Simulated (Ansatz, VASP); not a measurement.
**Pt: VASP beside Ansatz**

```xyz
1
Lattice="-0.2977 1.7964 1.7964 1.7964 -0.2977 1.7964 1.7964 1.7964 -0.2977" Properties=species:S:1:pos:R:3 pbc="T T T"
Pt    0.0000    0.0000    0.0000
```

Change from the starting cell: equal engineering shear yz, xz and xy -0.1500, equal normal strain along x, y and z -0.0200.

Alike in both runs: task single point; functional PBE; k mesh 20 × 20 × 20; occupations gaussian, width 0.15 eV; no spin polarisation.

|  | VASP | Ansatz |
| --- | --- | --- |
| version | VASP 6.6.1 | Ansatz 0.2.0 |
| potentials or method | VASP PAW PBE potentials, release 64 (Pt), cutoff 520 eV | scalar-relativistic, plane waves, PAW |
| valence electrons in the cell | 10 | 18 |

```tsv
	VASP	Ansatz	Ansatz less VASP
gap on the k mesh at the Fermi level (eV)	none	none	-
pressure (GPa)	40.9	41.5	+0.57
traceless stress, the component that is largest in VASP (GPa)	15.65	15.73	+0.084
```

A gap of «none» marks a metal or a gap that the smearing closes. Both programs put the cell under a high pressure, so it lies far from rest at this level. VASP's potentials hold 10 valence electrons a cell and Ansatz's 18, so a difference there can come from the potentials and not from the codes.

Neither program's run includes spin-orbit coupling.
